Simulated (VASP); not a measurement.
**PtSe2 (Sudovikovite): single point with PBE**

Crystal: PtSe2 (Sudovikovite).

```
Pt Se
1.0
     3.75122    0.00000    0.00000
    -1.87561    3.24865    0.00000
     0.00000    0.00000    6.55284
Pt Se
1 2
Direct
  0.00000 0.00000 0.00000
  0.66667 0.33333 0.80056
  0.33333 0.66667 0.19944
```

```json
{
  "Program": "VASP 6.6.1",
  "Task": "single point",
  "Functional": "PBE",
  "Potentials or basis": "VASP PAW PBE potentials, release 64 (Pt, Se)",
  "Cutoff": "520 eV",
  "k mesh": "8 × 8 × 5",
  "Occupations": "fermi-dirac, width 0.05 eV",
  "Spin": "no spin polarisation",
  "Dipole correction": "no",
  "Further INCAR settings": "ALGO = Normal; EDIFF = 1e-06; NBANDS = 18"
}
```

The pressure is 0.0 GPa. The band gap on the k mesh is 0.89 eV, indirect (least direct gap 1.11 eV).

Forces on the atoms (eV/Å):
```
Pt   0.000  0.000  0.000
Se   0.000  0.000  0.002
Se   0.000  0.000 -0.002
```

Levels at points of the mesh, in eV from the valence-band top:
```
           k point  band 7  band 8  band 9  band 10  band 11  band 12  band 13  band 14  band 15  band 16
(0.00, 0.00, 0.00)   -3.04   -1.60   -0.27    -0.27    -0.25     2.63     2.63     4.16     5.20     8.10
(0.50, 0.00, 0.00)   -2.53   -2.49   -2.16    -2.10    -1.84     1.95     2.50     4.65     6.04     7.92
```

Run time: 29 s on 1 thread of Intel(R) Xeon(R) 6975P-C (Granite Rapids), on a shared host, peak memory 0.21 GiB.

Caveat: spin-orbit coupling is left out, which moves the levels of the heavy elements; this functional lacks dispersion, which binds the layers, so the pressure and a relaxed spacing across them are unreliable. A k mesh can miss the band edges.
